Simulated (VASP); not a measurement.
Set up this calculation in VASP 6.6.1, as the native input.

- Task: single point
- Functional: HF
- Potentials or basis: VASP PAW PBE potentials, release 64 (Ag)
- Cutoff: 520 eV
- k mesh: 6 × 6 × 6
- Occupations: fermi-dirac, width 0.05 eV
- Spin: no spin polarisation
- Dipole correction: no
- Grid for exact exchange (PRECFOCK): Normal
- Further INCAR settings: ALGO = Normal; EDIFF = 1e-07; NBANDS = 12

Ag:

```
Ag
1.0
     0.00000    2.01514    2.01514
     2.01514    0.00000    2.01514
     2.01514    2.01514    0.00000
Ag
1
Direct
  0.00000 0.00000 0.00000
```

These files were run (other wordings do the same):

POSCAR

```
Ag
1.0
    0.0000000000      2.0151418859      2.0151418859
    2.0151418859      0.0000000000      2.0151418859
    2.0151418859      2.0151418859      0.0000000000
Ag
1
Direct
    0.0000000000      0.0000000000      0.0000000000
```

INCAR.step1

```
  ALGO = Normal
  EDIFF = 1E-5
  ENCUT = 520
  GGA = PE
  ISIF = 2
  ISMEAR = -1
  LASPH = True
  LREAL = False
  LWAVE = True
  NBANDS = 12
  NELM = 100
  PREC = Accurate
  SIGMA = 0.05
```

INCAR.step2

```
  AEXX = 1.0
  AGGAC = 0.0
  ALDAC = 0.0
  ALGO = Normal
  EDIFF = 1E-7
  ENCUT = 520
  GGA = PE
  ISIF = 2
  ISMEAR = -1
  ISTART = 1
  LASPH = True
  LCHARG = True
  LELF = True
  LHFCALC = True
  LREAL = False
  LVHAR = True
  LWAVE = False
  NBANDS = 12
  NELM = 100
  PREC = Accurate
  PRECFOCK = Normal
  SIGMA = 0.05
```

KPOINTS

```
k-points
0
Gamma
  6 6 6
```

Potentials or basis: VASP PAW PBE potentials, release 64 (Ag).

The run is started by

```bash
$ cat potpaw_PBE.64/Ag/POTCAR > POTCAR
$ cp INCAR.step1 INCAR
$ mpirun -np 1 vasp_std > vasp.out
$ cp INCAR.step2 INCAR
$ mpirun -np 1 vasp_std > vasp.out
```

It gave:

```yaml
Pressure: 25.8 GPa
```

Caveat: the k points lie up to 0.45 Å⁻¹ apart; the PAW data sets were made with another functional, which shifts forces and pressure a little.

It took 4.3 min on 1 thread of Intel(R) Xeon(R) 6975P-C (Granite Rapids), on a shared host, peak memory 0.14 GiB.
